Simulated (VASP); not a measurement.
A run of VASP 6.6.1 is set up as follows.

File POSCAR:

```
Tl
1.0
   -1.9250000000      1.9250000000      1.9250000000
    1.9250000000     -1.9250000000      1.9250000000
    1.9250000000      1.9250000000     -1.9250000000
Tl
1
Direct
    0.0000000000      0.0000000000      0.0000000000
```

Contents of INCAR.step1:

```
PREC = Accurate
ENCUT = 550
ISMEAR = -1
SIGMA = 0.1
LREAL = F
LASPH = T
NELM = 120
GGA = PE
ALGO = Normal
EDIFF = 1E-5
LWAVE = T
LCHARG = F
GGA_COMPAT = F
IBRION = 2
ISIF = 3
EDIFFG = -0.005
NELMIN = 4
NSW = 100
```

File INCAR.step2:

```
PREC = Accurate
ENCUT = 550
EDIFF = 1E-7
ISMEAR = -1
SIGMA = 0.1
LREAL = F
LASPH = T
NELM = 120
ALGO = Normal
ISIF = 3
LWAVE = F
LCHARG = F
METAGGA = R2SCAN
LMIXTAU = T
IBRION = 2
NSW = 80
EDIFFG = -0.03
PSTRESS = 200.0
ISTART = 1
GGA_COMPAT = F
NELMIN = 4
```

KPOINTS

```
regular mesh
0
Gamma
  8 8 8
```

Potentials or basis: VASP PAW PBE potentials, release 64 (Tl_d).

Launch:

```console
$ cat potpaw_PBE.64/Tl_d/POTCAR > POTCAR
$ cp INCAR.step1 INCAR
$ mpirun -np 1 vasp_std > vasp.out
$ cp INCAR.step2 INCAR
$ mpirun -np 1 vasp_std > vasp.out
```

**Question.** Estimate the space group after relaxing (to 0.1 Å).

**Answer.** Im-3m (No. 229).

**Question.** Predict the band gap on the k mesh.

**Answer.** Zero (an odd number of electrons rules out a gap without spin polarisation).

**Question.** Predict the relaxed volume.

**Answer.** 22.63 Å³/atom.

Step by step:
| step | energy change (eV) | largest force (eV/Å) | pressure (GPa) | volume (Å³) |
| --- | --- | --- | --- | --- |
| 1 | 0.0000 | 0.0000 | 2.22 | 28.53 |
| 2 | 1.7519 | 0.0000 | 78.53 | 17.35 |
| 3 | 0.3069 | 0.0000 | 18.56 | 22.93 |
| 4 | 0.3296 | 0.0000 | 19.54 | 22.74 |
| 5 | 0.3429 | 0.0000 | 20.11 | 22.63 |

Caveat: the cell is relaxed towards a set pressure, so the run minimises the enthalpy, not the energy; the volume moved by over 15 % at a fixed basis, so the end points are rough; the PAW data sets were made with another functional, which shifts forces and pressure a little; spin-orbit coupling is left out, which moves the levels of the heavy elements.
